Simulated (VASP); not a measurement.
# Ti (P6/mmm) in VASP: notebook

The runs below take Ti through single point, with PBEsol.

Everything below comes from runs of VASP 6.6.1. Logs are shortened: lines on timing, memory, paths and dates and some standing lists are left out, and cuts for length are marked.

**1. The cell of the first run**

The structure is hexagonal, space group P6/mmm (No. 191). Conventional cell: a = 4.623 Å, b = 4.623 Å, c = 2.933 Å, α = 90.00°, β = 90.00°, γ = 120.00°. Ti (site symmetry 6/mmm) has 14 Ti at 2.93 to 3.05 Å within 3.9 Å. Ti (site symmetry -6m2) has 11 Ti at 2.67 to 3.05 Å within 3.5 Å.

This isn't the form of Ti at room conditions, which is hcp.

**2. Single point, PBEsol**

Input file INCAR:

```
PREC = Accurate
ENCUT = 550
EDIFF = 1E-6
ISMEAR = 0
SIGMA = 0.15
LREAL = False
LASPH = True
NELM = 300
ALGO = All
ISIF = 2
LWAVE = False
LCHARG = False
GGA = PS
NBANDS = 25
GGA_COMPAT = False
ISEARCH = 1
KPAR = 4
```

Input file KPOINTS:

```
regular mesh
0
Gamma
  12 12 14
```

Input file POSCAR:

```
Ti
1.0
    4.6233000000      0.0000000000      0.0000000000
   -2.3116500000      4.0038952493      0.0000000000
    0.0000000000      0.0000000000      2.9326000000
Ti
3
Direct
    0.0000000000      0.0000000000      0.0000000000
    0.3333333333      0.6666666667      0.5000000000
    0.6666666667      0.3333333333      0.5000000000
```

Potentials or basis: VASP PAW PBE potentials, release 64 (Ti_sv).

Run with:

```console
$ cat potpaw_PBE.64/Ti_sv/POTCAR > POTCAR
$ mpirun -np 4 vasp_std > vasp.out
```

OUTCAR:

```text
PREC = Accurate
   ENCUT = 550
   EDIFF = 1E-6
   ISMEAR = 0
   LREAL = False
   LASPH = True
   NELM = 300
   ISIF = 2
   GGA = PS

 ion  position               nearest neighbor table
   1  0.000  0.000  0.000-
   2  0.333  0.667  0.500-   3 2.67   3 2.67   3 2.67
   3  0.667  0.333  0.500-   2 2.67   2 2.67   2 2.67

  LATTYP: Found a hexagonal cell.
 ALAT       =     4.6233000000
 C/A-ratio  =     0.6343088270

  Lattice vectors:

 A1 = (   4.6233000000,   0.0000000000,   0.0000000000)
 A2 = (  -2.3116500000,   4.0038952493,   0.0000000000)
 A3 = (   0.0000000000,   0.0000000000,   2.9326000000)

Analysis of symmetry for initial positions (statically):
=====================================================================
 Subroutine PRICEL returns:
 Original cell was already a primitive cell.

 Routine SETGRP: Setting up the symmetry group for a
 hexagonal supercell.

 Subroutine GETGRP returns: Found 24 space group operations
 (whereof 24 operations were pure point group operations)
 out of a pool of 24 trial point group operations.

The static configuration has the point symmetry D_6h.

Analysis of symmetry for dynamics (positions and initial velocities):
=====================================================================
 Subroutine PRICEL returns:
 Original cell was already a primitive cell.

 Routine SETGRP: Setting up the symmetry group for a
 hexagonal supercell.

 Subroutine GETGRP returns: Found 24 space group operations
 (whereof 24 operations were pure point group operations)
 out of a pool of 24 trial point group operations.

The dynamic configuration has the point symmetry D_6h.

 Subroutine INISYM returns: Found 24 space group operations
 (whereof 24 operations are pure point group operations),
 and found     1 'primitive' translations

----------------------------------------------------------------------------------------

                                     Primitive cell

  volume of cell :      54.2860

  direct lattice vectors                    reciprocal lattice vectors
     4.623300000  0.000000000  0.000000000     0.216295720  0.124878392  0.000000000
    -2.311650000  4.003895249  0.000000000     0.000000000  0.249756784  0.000000000
     0.000000000  0.000000000  2.932600000     0.000000000  0.000000000  0.340994339

  length of vectors
     4.623300000  4.623300000  2.932600000     0.249756784  0.249756784  0.340994339

  position of ions in fractional coordinates (direct lattice)
     0.000000000  0.000000000  0.000000000
     0.333333333  0.666666667  0.500000000
     0.666666667  0.333333333  0.500000000

  ion indices of the primitive-cell ions
   primitive index   ion index
                 1           1
                 2           2
                 3           3

----------------------------------------------------------------------------------------

 KPOINTS: regular mesh

Automatic generation of k-mesh.
 Grid dimensions read from file:
 generate k-points for:   12   12   14

 Generating k-lattice:

  Cartesian coordinates                     Fractional coordinates (reciprocal lattice)
     0.018024643  0.010406533  0.000000000     0.083333333  0.000000000  0.000000000
     0.000000000  0.020813065  0.000000000     0.000000000  0.083333333  0.000000000
     0.000000000  0.000000000  0.024356739     0.000000000  0.000000000  0.071428571

  Length of vectors
     0.020813065  0.020813065  0.024356739

  Shift w.r.t. Gamma in fractional coordinates (k-lattice)
     0.000000000  0.000000000  0.000000000

 Subroutine IBZKPT returns following result:
 ===========================================

 Found    152 irreducible k-points:

 Following reciprocal coordinates:
            Coordinates               Weight
  0.000000  0.000000  0.000000      1.000000
  0.083333  0.000000  0.000000      6.000000
  0.166667 -0.000000  0.000000      6.000000
  0.250000  0.000000  0.000000      6.000000
  0.333333  0.000000  0.000000      6.000000
  0.416667  0.000000  0.000000      6.000000
[... 16 lines left out ...]
  0.250000  0.000000  0.071429     12.000000
  0.333333  0.000000  0.071429     12.000000
 [... further k-points ...]
   k-points           NKPTS =    152   k-points in BZ     NKDIM =    152   number of bands    NBANDS=     25
   number of dos      NEDOS =    301   number of ions     NIONS =      3
   total plane-waves  NPLWV =  31104
   dimension x,y,z NGX =    36 NGY =   36 NGZ =   24
   dimension x,y,z NGXF=    72 NGYF=   72 NGZF=   48
   ions per type =               3
   NGX,Y,Z   is equivalent  to a cutoff of  12.94, 12.94, 13.61 a.u.
   NGXF,Y,Z  is equivalent  to a cutoff of  25.89, 25.89, 27.21 a.u.
 SYSTEM =  unknown system
   PREC   = accura    normal or accurate (medium, high low for compatibility)
   ISTART =      0    job   : 0-new  1-cont  2-samecut
   ICHARG =      2    charge: 1-file 2-atom 10-const
   ISPIN  =      1    spin polarized calculation?
   LNONCOLLINEAR =      F non collinear calculations
   LSORBIT =      F    spin-orbit coupling
   LASPH  =      T    aspherical Exc in radial PAW
   ENCUT  =  550.0 eV  40.42 Ry    6.36 a.u.   8.84  8.84  5.61*2*pi/ulx,y,z
   NELM   =    300;   NELMIN=  2; NELMDL= -5     # of ELM steps
   EDIFF  = 0.1E-05   stopping-criterion for ELM
   LREAL  =      F    real-space projection
   EDIFFG = 0.1E-04   stopping-criterion for IOM
   NSW    =      0    number of steps for IOM
   IBRION =     -1    ionic relax: 0-MD 1-quasi-New 2-CG
   NFREE  =      0    steps in history (QN), initial steepest desc. (CG)
   ISIF   =      2    stress and relaxation
   ISYM   =      2    0-nonsym 1-usesym 2-fastsym
   POTIM  = 0.5000    time-step for ionic-motion
   TEBEG  =    0.0;   TEEND  =   0.0 temperature during run
   PSTRESS=    0.0 pullay stress
   NELECT =      36.0000    total number of electrons
   NUPDOWN=      -1.0000    fix difference up-down
   EMIN   =  10.00;   EMAX   =-10.00  energy-range for DOS
   EFERMI =   0.00;   METHOD = LEGACY
   ISMEAR =     0;   SIGMA  =   0.15  broadening in eV -4-tet -1-fermi 0-gaus
   EFERMI_NEDOS =   21; number of points for ismear=-14 and -15
   IALGO  =     58    algorithm
   IMIX   =      4    mixing-type and parameters
     AMIX     =   0.40;   BMIX     =  1.00
     AMIX_MAG =   1.60;   BMIX_MAG =  1.00
  volume/ion in A,a.u.               =      18.10       122.11
  Fermi-wavevector in a.u.,A,eV,Ry     =   1.427622  2.697814 27.730083  2.038104
  Thomas-Fermi vector in A             =   2.547771
   LORBIT       =      0    0 simple, 1 ext, 2 COOP (PROOUT), +10 PAW based schemes
   GGA     = PS    functional components
   LHFCALC =     F    Hartree Fock is set to
   AEXX    =    0.0000 exact exchange contribution
   IVDW    =     0    specifies the selected vdW correction
   LEPSILON=     F    determine dielectric tensor
   LRPA    =     F    only Hartree local field effects (RPA)
 non-spin polarized calculation
 Gauss-broadening in eV      SIGMA  =   0.15
  energy-cutoff  :      550.00
  volume of cell :       54.29
 maximum number of plane-waves:      1619
 NGX is ok and might be reduce to    36
   NGX = 17   NGY = 17   NGZ = 11

 number of electron      35.9999996 magnetization

 Free energy of the ion-electron system (eV)
  ---------------------------------------------------
  ext. energy  EPLUGINS =         0.00000000
  ---------------------------------------------------
  free energy    TOTEN  =       -24.90241846 eV

  energy without entropy =      -24.86806934  energy(sigma->0) =      -24.88524390

 E-fermi :   7.6855     XC(G=0): -11.4375

 val. band max:        7.6770853040   @ k =   0.2500   0.2500   0.0000
 cond. band min:       7.6896971462   @ k =   0.3333   0.1667   0.0000
 fundamental gap:      0.0126118422
 Fermi energy:         7.6855240060

 k-point     1 :       0.0000    0.0000    0.0000
  band No.  band energies     occupation
      1     -49.0983      2.00000
      2     -48.8153      2.00000
      3     -48.6629      2.00000
      4     -25.4970      2.00000
      5     -25.4970      2.00000
      6     -25.3501      2.00000
[... 17 lines left out ...]
     24       9.3368      0.00000
     25       9.3543      0.00000

 k-point     2 :       0.0833    0.0000    0.0000
  band No.  band energies     occupation
      1     -49.0977      2.00000
      2     -48.8135      2.00000
      3     -48.6654      2.00000
      4     -25.5099      2.00000
      5     -25.5068      2.00000
      6     -25.3375      2.00000
[... 17 lines left out ...]
     24       9.0979      0.00000
     25       9.5706      0.00000

 k-point     3 :       0.1667   -0.0000    0.0000
  band No.  band energies     occupation
      1     -49.0961      2.00000
      2     -48.8081      2.00000
      3     -48.6726      2.00000
      4     -25.5381      2.00000
      5     -25.5204      2.00000
      6     -25.3103      2.00000
[... 17 lines left out ...]
     24       9.1477      0.00000
     25       9.8536      0.00000

 k-point     4 :       0.2500    0.0000    0.0000
  band No.  band energies     occupation
      1     -49.0941      2.00000
      2     -48.7993      2.00000
      3     -48.6837      2.00000
      4     -25.5680      2.00000
      5     -25.5218      2.00000
      6     -25.2817      2.00000
[... 17 lines left out ...]
     24       9.3896      0.00000
     25      10.0737      0.00000
[... 477 lines left out ...]
 k-point    22 :       0.1667   -0.0000    0.0714
  band No.  band energies     occupation
      1     -49.0940      2.00000
      2     -48.8066      2.00000
      3     -48.6708      2.00000
      4     -25.5334      2.00000
      5     -25.5168      2.00000
      6     -25.3098      2.00000
[... 17 lines left out ...]
     24       9.1505      0.00000
     25       9.8843      0.00000

 k-point    23 :       0.2500    0.0000    0.0714
  band No.  band energies     occupation
      1     -49.0921      2.00000
      2     -48.7977      2.00000
      3     -48.6819      2.00000
      4     -25.5626      2.00000
      5     -25.5187      2.00000
      6     -25.2824      2.00000
[... 17 lines left out ...]
     24       9.3680      0.00000
     25      10.1706      0.00000

 k-point    24 :       0.3333    0.0000    0.0714
  band No.  band energies     occupation
      1     -49.0902      2.00000
      2     -48.7863      2.00000
      3     -48.6955      2.00000
      4     -25.5869      2.00000
      5     -25.5064      2.00000
      6     -25.2600      2.00000
[... 17 lines left out ...]
     24       9.6558      0.00000
     25      10.1058      0.00000

 [... further k-points ...]

------------------------ aborting loop because EDIFF is reached ----------------------------------------

  FORCE on cell =-STRESS in cart. coord.  units (eV):
  Direction    XX          YY          ZZ          XY          YZ          ZX
  --------------------------------------------------------------------------------------
  -------------------------------------------------------------------------------------
  Total       -2.8125928     -2.8125928     -4.1898915      0.0000000      0.0000000      0.0000000
  in kB      -83.0098900    -83.0098899   -123.6590058      0.0000000      0.0000000      0.0000000
  external PRESSURE =     -96.5595952 kB  Pullay stress =       0.0000000 kB

 VOLUME and BASIS-vectors are now :
 -----------------------------------------------------------------------------
  energy-cutoff  :      550.00
  volume of cell :       54.29
      direct lattice vectors                 reciprocal lattice vectors
     4.623300000  0.000000000  0.000000000     0.216295720  0.124878392  0.000000000
    -2.311650000  4.003895249  0.000000000     0.000000000  0.249756784  0.000000000
     0.000000000  0.000000000  2.932600000     0.000000000  0.000000000  0.340994339

 POSITION                                       TOTAL-FORCE (eV/Angst)
 -----------------------------------------------------------------------------------
      0.00000      0.00000      0.00000        -0.000000      0.000000      0.000000
     -0.00000      2.66926      1.46630         0.000000     -0.000000     -0.000000
      2.31165      1.33463      1.46630        -0.000000      0.000000      0.000000
 -----------------------------------------------------------------------------------
    total drift:                                0.000000      0.000000     -0.000000

  FREE ENERGIE OF THE ION-ELECTRON SYSTEM (eV)
  ---------------------------------------------------
  free  energy   TOTEN  =       -24.9024184564 eV

  energy  without entropy=      -24.8680738782  energy(sigma->0) =      -24.88524617
```

Run time: 74 s. Hardware: 4 MPI ranks of Intel Xeon 6975P-C (Granite Rapids), shared host; peak memory 0.47 GiB.

What came out:

| Item | Value |
| --- | --- |
| Free energy | -24.9024 eV |
| Pressure | -9.7 GPa |
| Band gap on the k mesh | zero (bands 18 and 19 overlap by 0.33 eV) |

Stress tensor (GPa, compression positive):
```
 -8.30   0.00   0.00
  0.00  -8.30   0.00
  0.00   0.00 -12.37
```

Caveat: the cell stands under tension; the PAW data sets were made with another functional, which shifts forces and pressure a little.

**3. Single point, PBEsol**

This run uses another cell than the first one, of 14.74 Å³/atom.

INCAR is that of step 2.

Input file KPOINTS:

```
Automatic mesh
0
Gamma
  12 12 14
```

Input file POSCAR:

```
Ti
1.0
    4.4336000000      0.0000000000      0.0000000000
   -2.2168000000      3.8396102302      0.0000000000
    0.0000000000      0.0000000000      2.5968000000
Ti
3
Direct
    0.0000000000      0.0000000000      0.0000000000
    0.3333333333      0.6666666667      0.5000000000
    0.6666666667      0.3333333333      0.5000000000
```

Potentials or basis: VASP PAW PBE potentials, release 64 (Ti_sv).

Run with:

```console
$ cat potpaw_PBE.64/Ti_sv/POTCAR > POTCAR
$ mpirun -np 4 vasp_std > vasp.out
```

OUTCAR:

```text
PREC = Accurate
   ENCUT = 550
   EDIFF = 1E-6
   ISMEAR = 0
   LREAL = False
   LASPH = True
   NELM = 300
   ISIF = 2
   GGA = PS

 ion  position               nearest neighbor table
   1  0.000  0.000  0.000-   2 2.87   3 2.87   2 2.87   3 2.87   2 2.87   2 2.87   3 2.87   3 2.87
                             3 2.87   3 2.87   2 2.87   2 2.87
   2  0.333  0.667  0.500-   3 2.56   3 2.56   3 2.56   1 2.87   1 2.87   1 2.87   1 2.87   1 2.87
                             1 2.87
   3  0.667  0.333  0.500-   2 2.56   2 2.56   2 2.56   1 2.87   1 2.87   1 2.87   1 2.87   1 2.87
                             1 2.87

  LATTYP: Found a hexagonal cell.
[... 871 lines left out ...]
  --------------------------------------------------------------------------------------
  -------------------------------------------------------------------------------------
  Total        3.1486717      3.1486717      7.1491030      0.0000000      0.0000000     -0.0000000
  in kB      114.1184351    114.1184351    259.1075018      0.0000000      0.0000000     -0.0000000
  external PRESSURE =     162.4481240 kB  Pullay stress =       0.0000000 kB

 VOLUME and BASIS-vectors are now :
 -----------------------------------------------------------------------------
  energy-cutoff  :      550.00
  volume of cell :       44.21
      direct lattice vectors                 reciprocal lattice vectors
     4.433600000  0.000000000  0.000000000     0.225550343  0.130221551  0.000000000
    -2.216800000  3.839610230  0.000000000     0.000000000  0.260443102  0.000000000
     0.000000000  0.000000000  2.596800000     0.000000000  0.000000000  0.385089341

 POSITION                                       TOTAL-FORCE (eV/Angst)
 -----------------------------------------------------------------------------------
      0.00000      0.00000      0.00000         0.000000      0.000000      0.000000
     -0.00000      2.55974      1.29840        -0.000000      0.000000     -0.000000
      2.21680      1.27987      1.29840         0.000000      0.000000      0.000000
 -----------------------------------------------------------------------------------
    total drift:                                0.000000      0.000000     -0.000000

  FREE ENERGIE OF THE ION-ELECTRON SYSTEM (eV)
  ---------------------------------------------------
  free  energy   TOTEN  =       -24.7578794966 eV

  energy  without entropy=      -24.7244971085  energy(sigma->0) =      -24.74118830
```

OSZICAR:

```text
N       E                     dE             d eps       ncg     rms           ort
DAV:   1     0.441095669297E+03    0.44110E+03   -0.20056E+04  3800   0.204E+03
DAV:   2     0.222833832357E+02   -0.41881E+03   -0.41130E+03  3800   0.535E+02
DAV:   3    -0.241066469996E+02   -0.46390E+02   -0.45139E+02  3800   0.152E+02
DAV:   4    -0.273744663329E+02   -0.32678E+01   -0.32499E+01  3800   0.383E+01
DAV:   5    -0.275369749793E+02   -0.16251E+00   -0.16244E+00  3800   0.713E+00
SDA:   6    -0.210220390403E+02    0.65149E+01   -0.16244E+00  3800   0.230E+02   0.000E+00
CGA:   7    -0.239712341884E+02   -0.29492E+01   -0.29455E+01  3800   0.225E+01   0.162E-02
CGA:   8    -0.246006709965E+02   -0.62944E+00   -0.63332E+00  3800   0.444E+00  -0.384E-01
CGA:   9    -0.246853539193E+02   -0.84683E-01   -0.84676E-01  3800   0.243E+00  -0.672E-03
CGA:  10    -0.247267230935E+02   -0.41369E-01   -0.41155E-01  3800   0.141E+00  -0.205E-02
CGA:  11    -0.247491697753E+02   -0.22447E-01   -0.22444E-01  3800   0.240E-01  -0.206E-03
CGA:  12    -0.247551929330E+02   -0.60232E-02   -0.60300E-02  3800   0.755E-02  -0.981E-04
[... 11 lines left out ...]
CGA:  24    -0.247578786434E+02   -0.17910E-05   -0.17448E-05  3800   0.563E-05   0.407E-06
CGA:  25    -0.247578794966E+02   -0.85317E-06   -0.89211E-06  3800   0.290E-05   0.542E-06
   1 F= -.24757879E+02 E0= -.24741188E+02  d E =-.333824E-01
```

It took 2.4 min on 4 MPI ranks of AMD EPYC 7R43 (Zen 3), shared host; peak memory 0.38 GiB.

Results:

| Item | Value |
| --- | --- |
| Free energy | -24.7579 eV |
| Pressure | 16.2 GPa |
| Band gap on the k mesh | zero (bands 18 and 19 overlap by 0.42 eV) |

Stress tensor (GPa, compression positive):
```
11.41  0.00  0.00
 0.00 11.41  0.00
 0.00  0.00 25.91
```

Levels at points of the mesh, in eV from the Fermi level:
| k point | band 14 | band 15 | band 16 | band 17 | band 18 | band 19 | band 20 | band 21 | band 22 | band 23 |
| --- | --- | --- | --- | --- | --- | --- | --- | --- | --- | --- |
| (0.00, 0.00, 0.00) | -2.23 | -0.73 | -0.73 | -0.64 | -0.64 | -0.24 | 0.47 | 1.49 | 1.49 | 2.59 |
| (0.50, 0.00, 0.00) | -3.57 | -2.95 | -0.65 | -0.53 | -0.51 | -0.07 | 0.37 | 1.47 | 1.76 | 2.74 |
| (0.00, 0.00, 0.50) | -2.56 | -1.89 | -1.89 | -1.79 | -1.22 | 1.00 | 1.00 | 1.67 | 1.67 | 3.55 |
| (0.50, 0.00, 0.50) | -2.27 | -2.12 | -1.41 | -0.59 | -0.39 | 0.33 | 1.15 | 1.42 | 1.68 | 2.71 |

Caveat: the stress differs along the axes, from 11 to 26 GPa; the PAW data sets were made with another functional, which shifts forces and pressure a little.
